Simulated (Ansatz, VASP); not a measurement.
Two plane-wave programs on ZnGaAs2

POSCAR

```
ZnGaAs2
1.0
    0.0000000000      5.6300340000      0.0000000000
    5.6300340000      0.0000000000      0.0000000000
    2.8150170000      2.8150170000     -5.6300340000
Ga As Zn
2 4 2
Direct
    0.5000000000      0.5000000000      0.0000000000
    0.2500000000      0.7500000000      0.5000000000
    0.3750000000      0.3620000000      0.7500000000
    0.6380000000      0.1250000000      0.2500000000
    0.8750000000      0.8880000000      0.7500000000
    0.1120000000      0.6250000000      0.2500000000
    0.0000000000      0.0000000000      0.0000000000
    0.7500000000      0.2500000000      0.5000000000
```

The input INCAR.step1:

```
SYSTEM = ZnGaAs2
PREC     = Accurate       ! precision mode
ENCUT    = 600            ! plane-wave cutoff, eV
ISMEAR   = -1             ! smearing method
SIGMA    = 0.1            ! smearing width, eV
LREAL    = .False.        ! projectors in reciprocal space
LASPH    = .True.         ! aspherical terms in the spheres
NELM     = 100            ! most SCF steps
GGA      = PE             ! functional
ALGO     = Normal         ! electronic algorithm
EDIFF    = 1E-4           ! SCF threshold, eV
LWAVE    = .True.         ! write WAVECAR
LCHARG   = .False.        ! write CHGCAR
```

The input INCAR.step2:

```
SYSTEM = ZnGaAs2
PREC     = Accurate       ! precision mode
ENCUT    = 600            ! plane-wave cutoff, eV
EDIFF    = 1E-6           ! SCF threshold, eV
ISMEAR   = -1             ! smearing method
SIGMA    = 0.1            ! smearing width, eV
LREAL    = .False.        ! projectors in reciprocal space
LASPH    = .True.         ! aspherical terms in the spheres
NELM     = 100            ! most SCF steps
ALGO     = Normal         ! electronic algorithm
ISIF     = 3              ! what is computed and relaxed
LWAVE    = .False.        ! write WAVECAR
LCHARG   = .False.        ! write CHGCAR
METAGGA  = R2SCAN         ! meta-GGA
LMIXTAU  = .True.       
IBRION   = 2              ! ionic algorithm
NSW      = 60             ! ionic steps
EDIFFG   = -0.01          ! ionic threshold
ISTART   = 1
```

Contents of KPOINTS:

```
regular mesh
0
Gamma
  4 4 4
  0 0 0
```

Input for Ansatz:

```yaml
crystal:
  lattice:
    - [0.0, 5.630034, 0.0]
    - [5.630034, 0.0, 0.0]
    - [2.815017, 2.815017, -5.630034]
  atoms:
    - { symbol: Ga, position: [0.5, 0.5, 0.0] }
    - { symbol: Ga, position: [0.25, 0.75, 0.5] }
    - { symbol: As, position: [0.375, 0.362, 0.75] }
    - { symbol: As, position: [0.638, 0.125, 0.25] }
    - { symbol: As, position: [0.875, 0.888, 0.75] }
    - { symbol: As, position: [0.112, 0.625, 0.25] }
    - { symbol: Zn, position: [0.0, 0.0, 0.0] }
    - { symbol: Zn, position: [0.75, 0.25, 0.5] }
  symmetry: { tolerance: 0.0003 }
kpoints:
  mp_grid: { grid: [4, 4, 4], shift: [0, 0, 0] }
magnetization:
  spin_polarized: false
scf:
  occupations: { method: fermi_dirac }
hamiltonian:
  pseudopotentials: { kind: paw }
  xc: r2scan
basis:
  ecutwfc: 500
output:
  forces: true
  stress: true
  eigenvalues: true
  write_density: true
  write_potential: true
  elf: true
  volumetric_format: npy
relax:
  max_steps: 40
  cell: {}
```

Alike in both runs: task relaxation of cell and atoms; functional r2SCAN; k mesh 4 × 4 × 4; no spin polarisation.

|  | VASP | Ansatz |
| --- | --- | --- |
| version | VASP 6.6.1 | Ansatz 0.2.0 |
| potentials or method | VASP PAW PBE potentials, release 64 (Ga_d, As, Zn), cutoff 600 eV | PAW plane waves |
| occupations | fermi-dirac, width 0.1 eV | fermi-dirac |
| valence electrons in the cell | 70 | 110 |

Ansatz gave:

| Item | Value |
| --- | --- |
| gap on the k mesh at the Fermi level, each at its own relaxed structure (eV) | none |
| relaxed volume (Å³/atom) | 22.45 |
| relaxed cell length with the largest relative difference (Å) | 6.886 |

Q: What did VASP give for the same quantities?

A: gap on the k mesh at the Fermi level, each at its own relaxed structure (eV): none; relaxed volume (Å³/atom): 22.45; relaxed cell length with the largest relative difference (Å): 6.887.

VASP's potentials were made for PBE, not for r2SCAN. A gap of «none» marks a metal or a gap that the smearing closes. VASP's potentials hold 70 valence electrons a cell and Ansatz's 110, so a difference there can come from the potentials and not from the codes.
